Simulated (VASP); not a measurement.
Input of a VASP 6.6.1 run:

The input POSCAR:

```
BaS
1.0
    0.0000000000      2.9382500000      3.3215000000
    2.9382500000      0.0000000000      3.3215000000
    2.9382500000      2.9382500000      0.0000000000
Ba S
1 1
Direct
    0.0000000000      0.0000000000      0.0000000000
    0.5000000000      0.5000000000      0.5000000000
```

File INCAR.step1:

```
ALGO = Normal ; EDIFF = 1E-4
ENCUT = 520 ; GGA = PE
ISMEAR = 0 ; LASPH = True
LCHARG = False ; LREAL = False
LWAVE = True ; NBANDS = 15
NELM = 80 ; PREC = Accurate
SIGMA = 0.05
```

File INCAR.step2:

```
ALGO = Normal ; EDIFF = 1E-6
ENCUT = 520 ; ISIF = 2
ISMEAR = 0 ; ISTART = 1
LASPH = True ; LCHARG = False
LMIXTAU = True ; LREAL = False
LWAVE = False ; METAGGA = R2SCAN
NBANDS = 15 ; NELM = 80
PREC = Accurate ; SIGMA = 0.05
```

Contents of KPOINTS:

```
k-points
0
Gamma
  6 6 6
```

Potentials or basis: VASP PAW PBE potentials, release 64 (Ba_sv, S).

The run is started by

```bash
$ cat potpaw_PBE.64/Ba_sv/POTCAR potpaw_PBE.64/S/POTCAR > POTCAR
$ cp INCAR.step1 INCAR
$ mpirun -np 1 vasp_std > vasp.out
$ cp INCAR.step2 INCAR
$ mpirun -np 1 vasp_std > vasp.out
```

(1) Estimate the pressure.

(2) Predict the band gap on the k mesh.

## Answers

(1) 12.4 GPa.

(2) 1.89 eV.

Caveat: the cell differs from its parent crystal (strain -0.080 along x and y, +0.040 along z); the cell stands under pressure; the PAW data sets were made with another functional, which shifts forces and pressure a little; spin-orbit coupling is left out, which moves the levels of the heavy elements.
